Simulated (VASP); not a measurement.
Write the native input for VASP 6.6.1 that does the following.

```
Task                   : single point
Functional             : PBEsol
Potentials or basis    : VASP PAW PBE potentials, release 64 (Al)
Cutoff                 : 520 eV
k mesh                 : 9 × 9 × 3
Occupations            : methfessel-paxton, width 0.15 eV
Spin                   : no spin polarisation
Dipole correction      : no
Further INCAR settings : ALGO = Normal; EDIFF = 1e-07; NBANDS = 14
```

The structure of Al lies in POSCAR:

```
Al
1.0
    2.8519864509      0.0000000000      0.0000000000
   -1.4259937298      2.4698932217      0.0000000000
    0.0000000000      0.0000000000      9.2669310295
Al
4
Direct
    0.0000000000      0.0000000000      0.0000000000
    0.3333333333      0.6666666667      0.2500000000
    0.0000000000      0.0000000000      0.5000000000
    0.6666666667      0.3333333333      0.7500000000
```

The input as run:

INCAR

```
SYSTEM = Al
PREC     = Accurate       ! precision mode
ENCUT    = 520            ! plane-wave cutoff, eV
EDIFF    = 1E-7           ! SCF threshold, eV
ISMEAR   = 1              ! smearing method
SIGMA    = 0.15           ! smearing width, eV
LREAL    = .FALSE.        ! projectors in reciprocal space
LASPH    = .TRUE.         ! aspherical terms in the spheres
NELM     = 60             ! most SCF steps
ALGO     = Normal         ! electronic algorithm
ISIF     = 2              ! what is computed and relaxed
LWAVE    = .FALSE.        ! write WAVECAR
LCHARG   = .TRUE.         ! write CHGCAR
GGA      = PS             ! functional
LELF     = .TRUE.         ! ELF
LVHAR    = .TRUE.       
NBANDS   = 14             ! bands
```

KPOINTS

```
Automatic mesh
0
G
  9 9 3
  0 0 0
```

Potentials or basis: VASP PAW PBE potentials, release 64 (Al).

Command:

```sh
$ cat potpaw_PBE.64/Al/POTCAR > POTCAR
$ mpirun -np 1 vasp_std > vasp.out
```

It gave:

```
Pressure               : -0.6 GPa
Band gap on the k mesh : zero (band 6 reaches 12.05 eV, above the bottom of band 7 at 6.70 eV)
```

Caveat: the PAW data sets were made with another functional, which shifts forces and pressure a little.

It took 36 s on 1 thread of AMD EPYC 7R13, with other jobs on the host, peak memory 0.15 GiB.
